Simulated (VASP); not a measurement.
Set up this calculation in VASP 6.6.1, as the native input.

```
Task                   : single point
Functional             : PBE
Potentials or basis    : VASP PAW PBE potentials, release 64 (Zn, Se)
Cutoff                 : 520 eV
k mesh                 : 6 × 6 × 6
Occupations            : fermi-dirac, width 0.02 eV
Spin                   : no spin polarisation
Dipole correction      : no
Further INCAR settings : ALGO = Normal; EDIFF = 1e-07; NBANDS = 16
```

The structure of ZnSe lies in POSCAR:

```
ZnSe
1.0
    0.0000000000      2.6587577786      2.6587577786
    2.6587577786      0.0000000000      2.6587577786
    2.6587577786      2.6587577786      0.0000000000
Zn Se
1 1
Direct
    0.0000000000      0.0000000000      0.0000000000
    0.5000000000      0.5000000000      0.5000000000
```

The input as run:

INCAR

```
ALGO     = Normal         # electronic algorithm
EDIFF    = 1E-7           # SCF threshold, eV
ENCUT    = 520            # plane-wave cutoff, eV
GGA      = PE             # functional
ISIF     = 2              # what is computed and relaxed
ISMEAR   = -1             # smearing method
LASPH    = True           # aspherical terms in the spheres
LCHARG   = False          # write CHGCAR
LREAL    = False          # projectors in reciprocal space
LWAVE    = False          # write WAVECAR
NBANDS   = 16             # bands
NELM     = 100            # most SCF steps
PREC     = Accurate       # precision mode
SIGMA    = 0.02           # smearing width, eV
```

KPOINTS

```
k-points
0
Gamma
  6 6 6
```

Potentials or basis: VASP PAW PBE potentials, release 64 (Zn, Se).

Launch:

```sh
$ cat potpaw_PBE.64/Zn/POTCAR potpaw_PBE.64/Se/POTCAR > POTCAR
$ mpirun -np 1 vasp_std > vasp.out
```

It gave:

* Pressure: 2.5 GPa
* Band gap on the k mesh: zero (band 9 reaches 3.44 eV, above the bottom of band 10 at 2.34 eV)

Wall time 9.9 s on 1 thread of Intel(R) Xeon(R) Platinum 8488C (Sapphire Rapids) (shared host), peak memory 0.15 GiB.
